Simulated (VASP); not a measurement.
# ZnO (P6_3mc) in VASP: further runs

The runs below take ZnO through single point, relaxation of the atoms, with PBE.

All numbers are computed with VASP 6.6.1; they aren't measurements. Logs are shortened: lines on timing, memory, paths and dates and some standing lists are left out, and cuts for length are marked.

## 1. The cell of the first run

Symmetry: P6_3mc, No. 186, hexagonal system. Conventional cell: a = 3.249 Å, b = 3.249 Å, c = 5.204 Å, α = 90.00°, β = 90.00°, γ = 120.00°. Within 2.6 Å of Zn (site symmetry 3m) lie 4 O at 1.98 Å. Within 2.6 Å of O (site symmetry 3m) lie 4 Zn at 1.98 Å.

## 2. Single point, PBE

INCAR reads:

```
PREC = Accurate
ENCUT = 520
EDIFF = 1E-6
ISMEAR = 0
SIGMA = 0.01
LREAL = F
LASPH = T
NELM = 80
ALGO = Normal
ISIF = 2
LWAVE = F
LCHARG = T
GGA = PE
LELF = T
LVHAR = T
NBANDS = 26
```

KPOINTS reads:

```
Automatic mesh
0
Gamma
  8 8 5
```

POSCAR reads:

```
ZnO
1.0
    3.2494000000      0.0000000000      0.0000000000
   -1.6247000000      2.8140629471      0.0000000000
    0.0000000000      0.0000000000      5.2038000000
Zn O
2 2
Direct
    0.3333333333      0.6666666667      0.0004774139
    0.6666666667      0.3333333333      0.5004774139
    0.3333333333      0.6666666667      0.3816225861
    0.6666666667      0.3333333333      0.8816225861
```

Potentials or basis: VASP PAW PBE potentials, release 64 (Zn, O).

Run with:

```sh
$ cat potpaw_PBE.64/Zn/POTCAR potpaw_PBE.64/O/POTCAR > POTCAR
$ mpirun -np 1 vasp_std > vasp.out
```

OUTCAR:

```text
PREC = Accurate
   ENCUT = 520
   EDIFF = 1E-6
   ISMEAR = 0
   LREAL = F
   LASPH = T
   NELM = 80
   ISIF = 2
   GGA = PE

 ion  position               nearest neighbor table
   1  0.333  0.667  0.000-   4 1.98   4 1.98   4 1.98   3 1.98
   2  0.667  0.333  0.500-   3 1.98   3 1.98   3 1.98   4 1.98
   3  0.333  0.667  0.382-   2 1.98   2 1.98   2 1.98   1 1.98
   4  0.667  0.333  0.882-   1 1.98   1 1.98   1 1.98   2 1.98

  LATTYP: Found a hexagonal cell.
 ALAT       =     3.2494000000
 C/A-ratio  =     1.6014648858

  Lattice vectors:

 A1 = (   3.2494000000,   0.0000000000,   0.0000000000)
 A2 = (  -1.6247000000,   2.8140629471,   0.0000000000)
 A3 = (   0.0000000000,   0.0000000000,   5.2038000000)

Analysis of symmetry for initial positions (statically):
=====================================================================
 Subroutine PRICEL returns:
 Original cell was already a primitive cell.

 Routine SETGRP: Setting up the symmetry group for a
 hexagonal supercell.

 Subroutine GETGRP returns: Found 12 space group operations
 (whereof  6 operations were pure point group operations)
 out of a pool of 24 trial point group operations.

The static configuration has the point symmetry C_3v.
 The point group associated with its full space group is C_6v.

Analysis of symmetry for dynamics (positions and initial velocities):
=====================================================================
 Subroutine PRICEL returns:
 Original cell was already a primitive cell.

 Routine SETGRP: Setting up the symmetry group for a
 hexagonal supercell.

 Subroutine GETGRP returns: Found 12 space group operations
 (whereof  6 operations were pure point group operations)
 out of a pool of 24 trial point group operations.

The dynamic configuration has the point symmetry C_3v.
 The point group associated with its full space group is C_6v.

 Subroutine INISYM returns: Found 12 space group operations
 (whereof  6 operations are pure point group operations),
 and found     1 'primitive' translations

----------------------------------------------------------------------------------------

                                     Primitive cell

  volume of cell :      47.5836

  direct lattice vectors                    reciprocal lattice vectors
     3.249400000  0.000000000  0.000000000     0.307749123  0.177679039  0.000000000
    -1.624700000  2.814062947  0.000000000     0.000000000  0.355358078  0.000000000
     0.000000000  0.000000000  5.203800000     0.000000000  0.000000000  0.192167262
[... 88 lines left out ...]
   EDIFF  = 0.1E-05   stopping-criterion for ELM
   LREAL  =      F    real-space projection
   EDIFFG = 0.1E-04   stopping-criterion for IOM
   NSW    =      0    number of steps for IOM
   IBRION =     -1    ionic relax: 0-MD 1-quasi-New 2-CG
   NFREE  =      0    steps in history (QN), initial steepest desc. (CG)
   ISIF   =      2    stress and relaxation
   ISYM   =      2    0-nonsym 1-usesym 2-fastsym
   POTIM  = 0.5000    time-step for ionic-motion
   TEBEG  =    0.0;   TEEND  =   0.0 temperature during run
   PSTRESS=    0.0 pullay stress
   NELECT =      36.0000    total number of electrons
   NUPDOWN=      -1.0000    fix difference up-down
   EMIN   =  10.00;   EMAX   =-10.00  energy-range for DOS
   EFERMI =   0.00;   METHOD = LEGACY
   ISMEAR =     0;   SIGMA  =   0.01  broadening in eV -4-tet -1-fermi 0-gaus
   EFERMI_NEDOS =   21; number of points for ismear=-14 and -15
   IALGO  =     38    algorithm
   IMIX   =      4    mixing-type and parameters
     AMIX     =   0.40;   BMIX     =  1.00
     AMIX_MAG =   1.60;   BMIX_MAG =  1.00
  volume/ion in A,a.u.               =      11.90        80.28
  Fermi-wavevector in a.u.,A,eV,Ry     =   1.491729  2.818958 30.276420  2.225254
  Thomas-Fermi vector in A             =   2.604347
   LORBIT       =      0    0 simple, 1 ext, 2 COOP (PROOUT), +10 PAW based schemes
   GGA     = PE    functional components
   LHFCALC =     F    Hartree Fock is set to
   AEXX    =    0.0000 exact exchange contribution
   IVDW    =     0    specifies the selected vdW correction
   LEPSILON=     F    determine dielectric tensor
   LRPA    =     F    only Hartree local field effects (RPA)
 non-spin polarized calculation
 Gauss-broadening in eV      SIGMA  =   0.01
  energy-cutoff  :      520.00
  volume of cell :       47.58
 maximum number of plane-waves:      1299
   NGX = 13   NGY = 13   NGZ = 19

 number of electron      36.0000018 magnetization

 Free energy of the ion-electron system (eV)
  ---------------------------------------------------
  ext. energy  EPLUGINS =         0.00000000
  ---------------------------------------------------
  free energy    TOTEN  =       -17.82214933 eV

  energy without entropy =      -17.82214933  energy(sigma->0) =      -17.82214933

 E-fermi :   1.2494     XC(G=0): -10.9129

 val. band max:        1.2068690968   @ k =   0.0000   0.0000   0.0000
 cond. band min:       1.9966195582   @ k =   0.0000   0.0000   0.0000
 fundamental gap:      0.7897504614
 Fermi energy:         1.2493729307

 k-point     1 :       0.0000    0.0000    0.0000
  band No.  band energies     occupation
      1     -16.8866      2.00000
      2     -16.1562      2.00000
      3      -4.4952      2.00000
      4      -4.4952      2.00000
      5      -4.4229      2.00000
      6      -4.4103      2.00000
[... 685 lines left out ...]
     25      14.7661      0.00000
     26      14.9997      0.00000

 [... further k-points ...]

------------------------ aborting loop because EDIFF is reached ----------------------------------------

  FORCE on cell =-STRESS in cart. coord.  units (eV):
  Direction    XX          YY          ZZ          XY          YZ          ZX
  --------------------------------------------------------------------------------------
  -------------------------------------------------------------------------------------
  Total        1.7213973      1.7213973      1.9409681      0.0000000      0.0000000      0.0000000
  in kB       57.9607679     57.9607679     65.3538839      0.0000000      0.0000000      0.0000000
  external PRESSURE =      60.4251399 kB  Pullay stress =       0.0000000 kB

 VOLUME and BASIS-vectors are now :
 -----------------------------------------------------------------------------
  energy-cutoff  :      520.00
  volume of cell :       47.58
      direct lattice vectors                 reciprocal lattice vectors
     3.249400000  0.000000000  0.000000000     0.307749123  0.177679039  0.000000000
    -1.624700000  2.814062947  0.000000000     0.000000000  0.355358078  0.000000000
     0.000000000  0.000000000  5.203800000     0.000000000  0.000000000  0.192167262

 POSITION                                       TOTAL-FORCE (eV/Angst)
 -----------------------------------------------------------------------------------
     -0.00000      1.87604      0.00248         0.000000     -0.000000      0.000002
      1.62470      0.93802      2.60438        -0.000000      0.000000      0.000002
     -0.00000      1.87604      1.98589         0.000000      0.000000     -0.000002
      1.62470      0.93802      4.58779        -0.000000      0.000000     -0.000002
 -----------------------------------------------------------------------------------
    total drift:                               -0.000000     -0.000000      0.001273

  FREE ENERGIE OF THE ION-ELECTRON SYSTEM (eV)
  ---------------------------------------------------
  free  energy   TOTEN  =       -17.8221493279 eV

  energy  without entropy=      -17.8221493279  energy(sigma->0) =      -17.82214933
```

OSZICAR:

```text
N       E                     dE             d eps       ncg     rms          rms(c)
DAV:   1     0.288704051439E+03    0.28870E+03   -0.18194E+04  1592   0.202E+03
DAV:   2     0.943364970584E+01   -0.27927E+03   -0.26217E+03  1608   0.407E+02
DAV:   3    -0.204785835504E+02   -0.29912E+02   -0.29512E+02  1728   0.136E+02
DAV:   4    -0.210609910414E+02   -0.58241E+00   -0.58081E+00  1712   0.193E+01
DAV:   5    -0.210640060677E+02   -0.30150E-02   -0.30145E-02  1740   0.143E+00    0.147E+01
DAV:   6    -0.176501647110E+02    0.34138E+01   -0.66070E+00  2458   0.615E+01    0.903E+00
DAV:   7    -0.178597394921E+02   -0.20957E+00   -0.29394E+00  1604   0.169E+01    0.540E+00
DAV:   8    -0.178700621727E+02   -0.10323E-01   -0.49867E-01  2300   0.754E+00    0.163E+00
DAV:   9    -0.178193026388E+02    0.50760E-01   -0.10362E-01  2280   0.638E+00    0.291E-01
DAV:  10    -0.178220448247E+02   -0.27422E-02   -0.37173E-02  1590   0.132E+00    0.133E-01
DAV:  11    -0.178221092579E+02   -0.64433E-04   -0.56508E-04  1698   0.250E-01    0.312E-02
DAV:  12    -0.178221462046E+02   -0.36947E-04   -0.94479E-05  1800   0.255E-01    0.187E-02
DAV:  13    -0.178221553019E+02   -0.90973E-05   -0.22490E-05  1800   0.100E-01    0.207E-02
DAV:  14    -0.178221493873E+02    0.59146E-05   -0.13897E-05  1952   0.404E-02    0.238E-03
DAV:  15    -0.178221493279E+02    0.59396E-07   -0.33662E-06  1530   0.167E-02
   1 F= -.17822149E+02 E0= -.17822149E+02  d E =-.502340E-12
```

Run time: 60 s. Hardware: 1 thread of Intel Xeon 8259CL, shared host; peak memory 0.17 GiB.

Results:

```
Free energy            : -17.8221 eV
Pressure               : 6.0 GPa
Band gap on the k mesh : 0.79 eV
```

Stress tensor (GPa, compression positive):
```
5.80 0.00 0.00
0.00 5.80 0.00
0.00 0.00 6.54
```

Caveat: the cell stands under pressure; semilocal functionals underestimate gaps, and a narrow one can read as zero. A hybrid or GW would open this gap; PBE tends to underestimate it.

## 3. Single point, PBE

This run uses another cell than the first one, of 11.93 Å³/atom.

INCAR reads:

```
PREC = Accurate ; ENCUT = 520
EDIFF = 1E-6 ; ISMEAR = 0
SIGMA = 0.01 ; LREAL = F
LASPH = T ; NELM = 60
ALGO = Normal ; ISIF = 2
LWAVE = F ; LCHARG = F
GGA = PE ; NBANDS = 26
```

KPOINTS is that of step 2.

POSCAR reads:

```
ZnO
1.0
    3.2423803862      0.0000000000      0.0000000000
   -1.6211901931      2.8079837832      0.0000000000
    0.0000000000      0.0000000000      5.2400634088
Zn O
2 2
Direct
    0.3333333333      0.6666666667      0.0016953716
    0.6666666667      0.3333333333      0.5016953716
    0.3333333333      0.6666666667      0.3804046284
    0.6666666667      0.3333333333      0.8804046284
```

Potentials or basis: VASP PAW PBE potentials, release 64 (Zn, O).

Run with:

```sh
$ cat potpaw_PBE.64/Zn/POTCAR potpaw_PBE.64/O/POTCAR > POTCAR
$ mpirun -np 1 vasp_std > vasp.out
```

It took 59 s on 1 thread of Intel Xeon 8259CL, shared host; peak memory 0.17 GiB.

Results (log left out):

```yaml
Free_energy: -17.8273 eV
Pressure: 5.6 GPa
Band_gap_on_the_k_mesh: 0.77 eV
```

Stress tensor (GPa, compression positive):
```
5.70 0.00 0.00
0.00 5.70 0.00
0.00 0.00 5.53
```

Levels at points of the mesh, in eV from the valence-band top:
```tsv
k point	band 15	band 16	band 17	band 18	band 19	band 20	band 21	band 22
(0.00, 0.00, 0.00)	-0.79	-0.09	0.00	0.00	0.77	5.22	8.17	12.91
(0.50, 0.00, 0.00)	-2.82	-2.25	-1.29	-0.83	5.77	6.86	7.55	8.50
```

Caveat: the cell stands under pressure; semilocal functionals underestimate gaps, and a narrow one can read as zero. PBE gaps usually lie below the measured ones, often by a third to a half.

## 4. Relaxation of the atoms, PBE

This run uses another cell than the first one, of 11.93 Å³/atom.

INCAR reads:

```
PREC = Accurate
ENCUT = 520
EDIFF = 1E-6
ISMEAR = 0
SIGMA = 0.01
LREAL = F
LASPH = T
NELM = 60
ALGO = Normal
ISIF = 2
LWAVE = F
LCHARG = F
GGA = PE
IBRION = 2
NSW = 80
EDIFFG = -5E-4
```

KPOINTS reads:

```
regular mesh
0
Gamma
  8 8 5
```

POSCAR reads:

```
ZnO
1.0
    3.2423803862      0.0000000000      0.0000000000
   -1.6211901931      2.8079837832      0.0000000000
    0.0000000000      0.0000000000      5.2400634088
Zn O
2 2
Direct
    0.3333333333      0.6666666667      0.0004774139
    0.6666666667      0.3333333333      0.5004774139
    0.3333333333      0.6666666667      0.3816225861
    0.6666666667      0.3333333333      0.8816225861
```

Run with:

```sh
$ cat potpaw_PBE.64/Zn/POTCAR potpaw_PBE.64/O/POTCAR > POTCAR
$ mpirun -np 1 vasp_std > vasp.out
```

Wall time 1.7 min (1 thread of Intel Xeon 8259CL, shared host); peak memory 0.17 GiB.

The run converged. Its results:

```
Free energy               : -17.8273 eV
Energy gained by relaxing : 0.3 meV/atom
Ionic steps               : 4
Pressure after relaxing   : 5.6 GPa
Band gap on the k mesh    : 0.77 eV
```

Stress tensor (GPa, compression positive):
```
5.66 0.00 0.00
0.00 5.66 0.00
0.00 0.00 5.51
```

The path:
```
step  energy change (eV)  largest force (eV/Å)  pressure (GPa)
   1              0.0000                0.0845            5.68
   2             -0.0010                0.0322            5.63
   3             -0.0011                0.0016            5.61
   4             -0.0011                0.0001            5.61
```

Final structure:
```xyz
4
Lattice="3.2424 0.0000 0.0000 -1.6212 2.8080 0.0000 0.0000 0.0000 5.2401" Properties=species:S:1:pos:R:3 pbc="T T T"
Zn    0.0000    1.8720    0.0090
Zn    1.6212    0.9360    2.6291
O     0.0000    1.8720    1.9932
O     1.6212    0.9360    4.6132
```

Levels at points of the mesh, in eV from the valence-band top:
```
           k point  band 16  band 17  band 18  band 19  band 20  band 21
(0.00, 0.00, 0.00)    -0.09     0.00     0.00     0.77     5.22     8.17
(0.50, 0.00, 0.00)    -2.25    -1.29    -0.83     5.77     6.86     7.55
```

Caveat: semilocal functionals underestimate gaps, and a narrow one can read as zero.

## 5. The runs side by side

| task | cell | gap on the mesh (eV) | pressure (GPa) |
| --- | --- | --- | --- |
| single point | a = 3.249, b = 3.249, c = 5.204 Å, angles 90.0, 90.0, 120.0°, 4 atoms, atomic positions A | 0.79 | 6.0 |
| single point | a = 3.242, b = 3.242, c = 5.240 Å, angles 90.0, 90.0, 120.0°, 4 atoms, atomic positions B | 0.77 | 5.6 |
| relaxation of the atoms | atoms relaxed from a = 3.242, b = 3.242, c = 5.240 Å, angles 90.0, 90.0, 120.0°, 4 atoms, atomic positions A | 0.77 | 5.6 |

Alike in all rows: level PBE; potentials or basis VASP PAW PBE potentials, release 64 (Zn, O); no spin polarisation; k mesh 8 × 8 × 5; cutoff (eV) 520; smearing gaussian 0.01 eV.

Caveats: semilocal functionals underestimate gaps, and a narrow one can read as zero; the cell stands under pressure (at least some runs).

Absolute energies hang on the potentials; compare differences alone.
